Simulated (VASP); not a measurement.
# Ta4N5: single point with r2SCAN

The system is Ta4N5.

```
Ta N
1.0
    -3.31698    3.31698    2.07774
     3.31698   -3.31698    2.07774
     3.31698    3.31698   -2.07774
Ta N
4 5
Direct
  0.78542 0.60490 0.39032
  0.39510 0.78542 0.18052
  0.60490 0.21458 0.81948
  0.21458 0.39510 0.60968
  0.50000 0.50000 0.00000
  0.90994 0.30100 0.21095
  0.69900 0.90994 0.60894
  0.30100 0.09006 0.39106
  0.09006 0.69900 0.78905
```

```json
{
  "Program": "VASP 6.6.1",
  "Task": "single point",
  "Functional": "r2SCAN",
  "Potentials or basis": "VASP PAW PBE potentials, release 64 (Ta_pv, N)",
  "Cutoff": "520 eV",
  "k mesh": "10 × 10 × 10",
  "Occupations": "gaussian, width 0.1 eV",
  "Spin": "no spin polarisation",
  "Dipole correction": "no",
  "Further INCAR settings": "ALGO = Normal; EDIFF = 1e-06; NBANDS = 44"
}
```

```json
{"Pressure": "37.8 GPa", "Largest force": "0.044 eV/Å", "Band gap on the k mesh": "zero (an odd number of electrons rules out a gap without spin polarisation)"}
```

Forces in eV/Å, atoms in the order of the input:
```
Ta   0.009 -0.007  0.000
Ta  -0.007 -0.009  0.000
Ta   0.007  0.009  0.000
Ta  -0.009  0.007  0.000
N    0.000  0.000  0.000
N   -0.036  0.026  0.000
N    0.026  0.036  0.000
N   -0.026 -0.036  0.000
N    0.036 -0.026  0.000
```

Stress tensor (GPa, compression positive):
```
37.84  0.00  0.00
 0.00 37.84  0.00
 0.00  0.00 37.72
```

Levels at points of the mesh, in eV from the Fermi level:
```csv
k point,band 32,band 33,band 34,band 35,band 36,band 37,band 38,band 39
"(0.00, 0.00, 0.00)",-3.00,-1.61,-1.61,-1.28,0.68,0.75,1.31,1.31
"(0.50, 0.00, 0.00)",-3.43,-1.37,0.65,1.25,1.75,1.96,2.23,2.38
"(0.50, 0.50, 0.00)",-3.62,-3.60,-2.00,-0.57,0.50,0.70,1.90,1.93
"(0.50, 0.50, 0.50)",-3.95,-3.83,-2.52,-2.07,-0.64,-0.64,3.14,3.15
```

Wall time 58 min on 1 thread of Oxide Virtual Turin-like Processor, on a shared host, peak memory 0.53 GiB.

Caveat: the cell stands under pressure; the PAW data sets were made with another functional, which shifts forces and pressure a little; spin-orbit coupling is left out, which moves the levels of the heavy elements; an odd number of electrons without spin polarisation forces a metal; a magnetic or distorted state may lie lower.
